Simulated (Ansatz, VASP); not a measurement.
# Mg: VASP beside Ansatz

The input INCAR:

```
SYSTEM = Mg
PREC = Accurate
ENCUT = 520
EDIFF = 1E-6
ISMEAR = -1
SIGMA = 0.1
LREAL = .False.
LASPH = .True.
NELM = 100
ALGO = Normal
ISIF = 2
LWAVE = .False.
LCHARG = .True.
GGA = RE
LELF = .True.
LVHAR = .True.
NBANDS = 7
```

File KPOINTS:

```
regular mesh
0
Gamma
  13 13 13
  0 0 0
```

File POSCAR:

```
Mg
1.0
    0.0000000000      2.3406668530      2.3406668530
    2.3406668530      0.0000000000      2.3406668530
    2.3406668530      2.3406668530      0.0000000000
Mg
1
Direct
    0.0000000000      0.0000000000      0.0000000000
```

Input for Ansatz:

```yaml
crystal:
  lattice:
    - [0.0, 2.340666853, 2.340666853]
    - [2.340666853, 0.0, 2.340666853]
    - [2.340666853, 2.340666853, 0.0]
  atoms:
    - { symbol: Mg, position: [0.0, 0.0, 0.0] }
hamiltonian:
  xc: revpbe
  pseudopotentials:
    kind: paw
    azcp:
      Mg: "pseudopotentials/Mg.paw.azcp"
basis:
  ecutwfc: 420
  fft_grid_basis: typed
kpoints:
  mp_grid: { grid: [13, 13, 13], shift: [0, 0, 0] }
magnetization:
  spin_polarized: false
scf:
  occupations: { method: fermi_dirac, width: 0.1 }
  lower_state_search: "off"
output:
  stress: true
```

Alike in both runs: task single point; functional revPBE; k mesh 13 × 13 × 13; occupations fermi-dirac, width 0.1 eV; no spin polarisation.

|  | VASP | Ansatz |
| --- | --- | --- |
| version | VASP 6.6.1 | Ansatz 0.2.0 |
| potentials or method | VASP PAW PBE potentials, release 64 (Mg), cutoff 520 eV | plane waves (420 eV) with PAW, scalar-relativistic |
| valence electrons in the cell | 2 | 10 |

VASP gave:

```
pressure (GPa) : -2.4
```

Question: Estimate Ansatz's values.

Answer: Pressure (GPa): -2.2.

VASP's potentials were made for PBE, not for revPBE. VASP's potentials hold 2 valence electrons a cell and Ansatz's 10, so a difference there can come from the potentials and not from the codes.
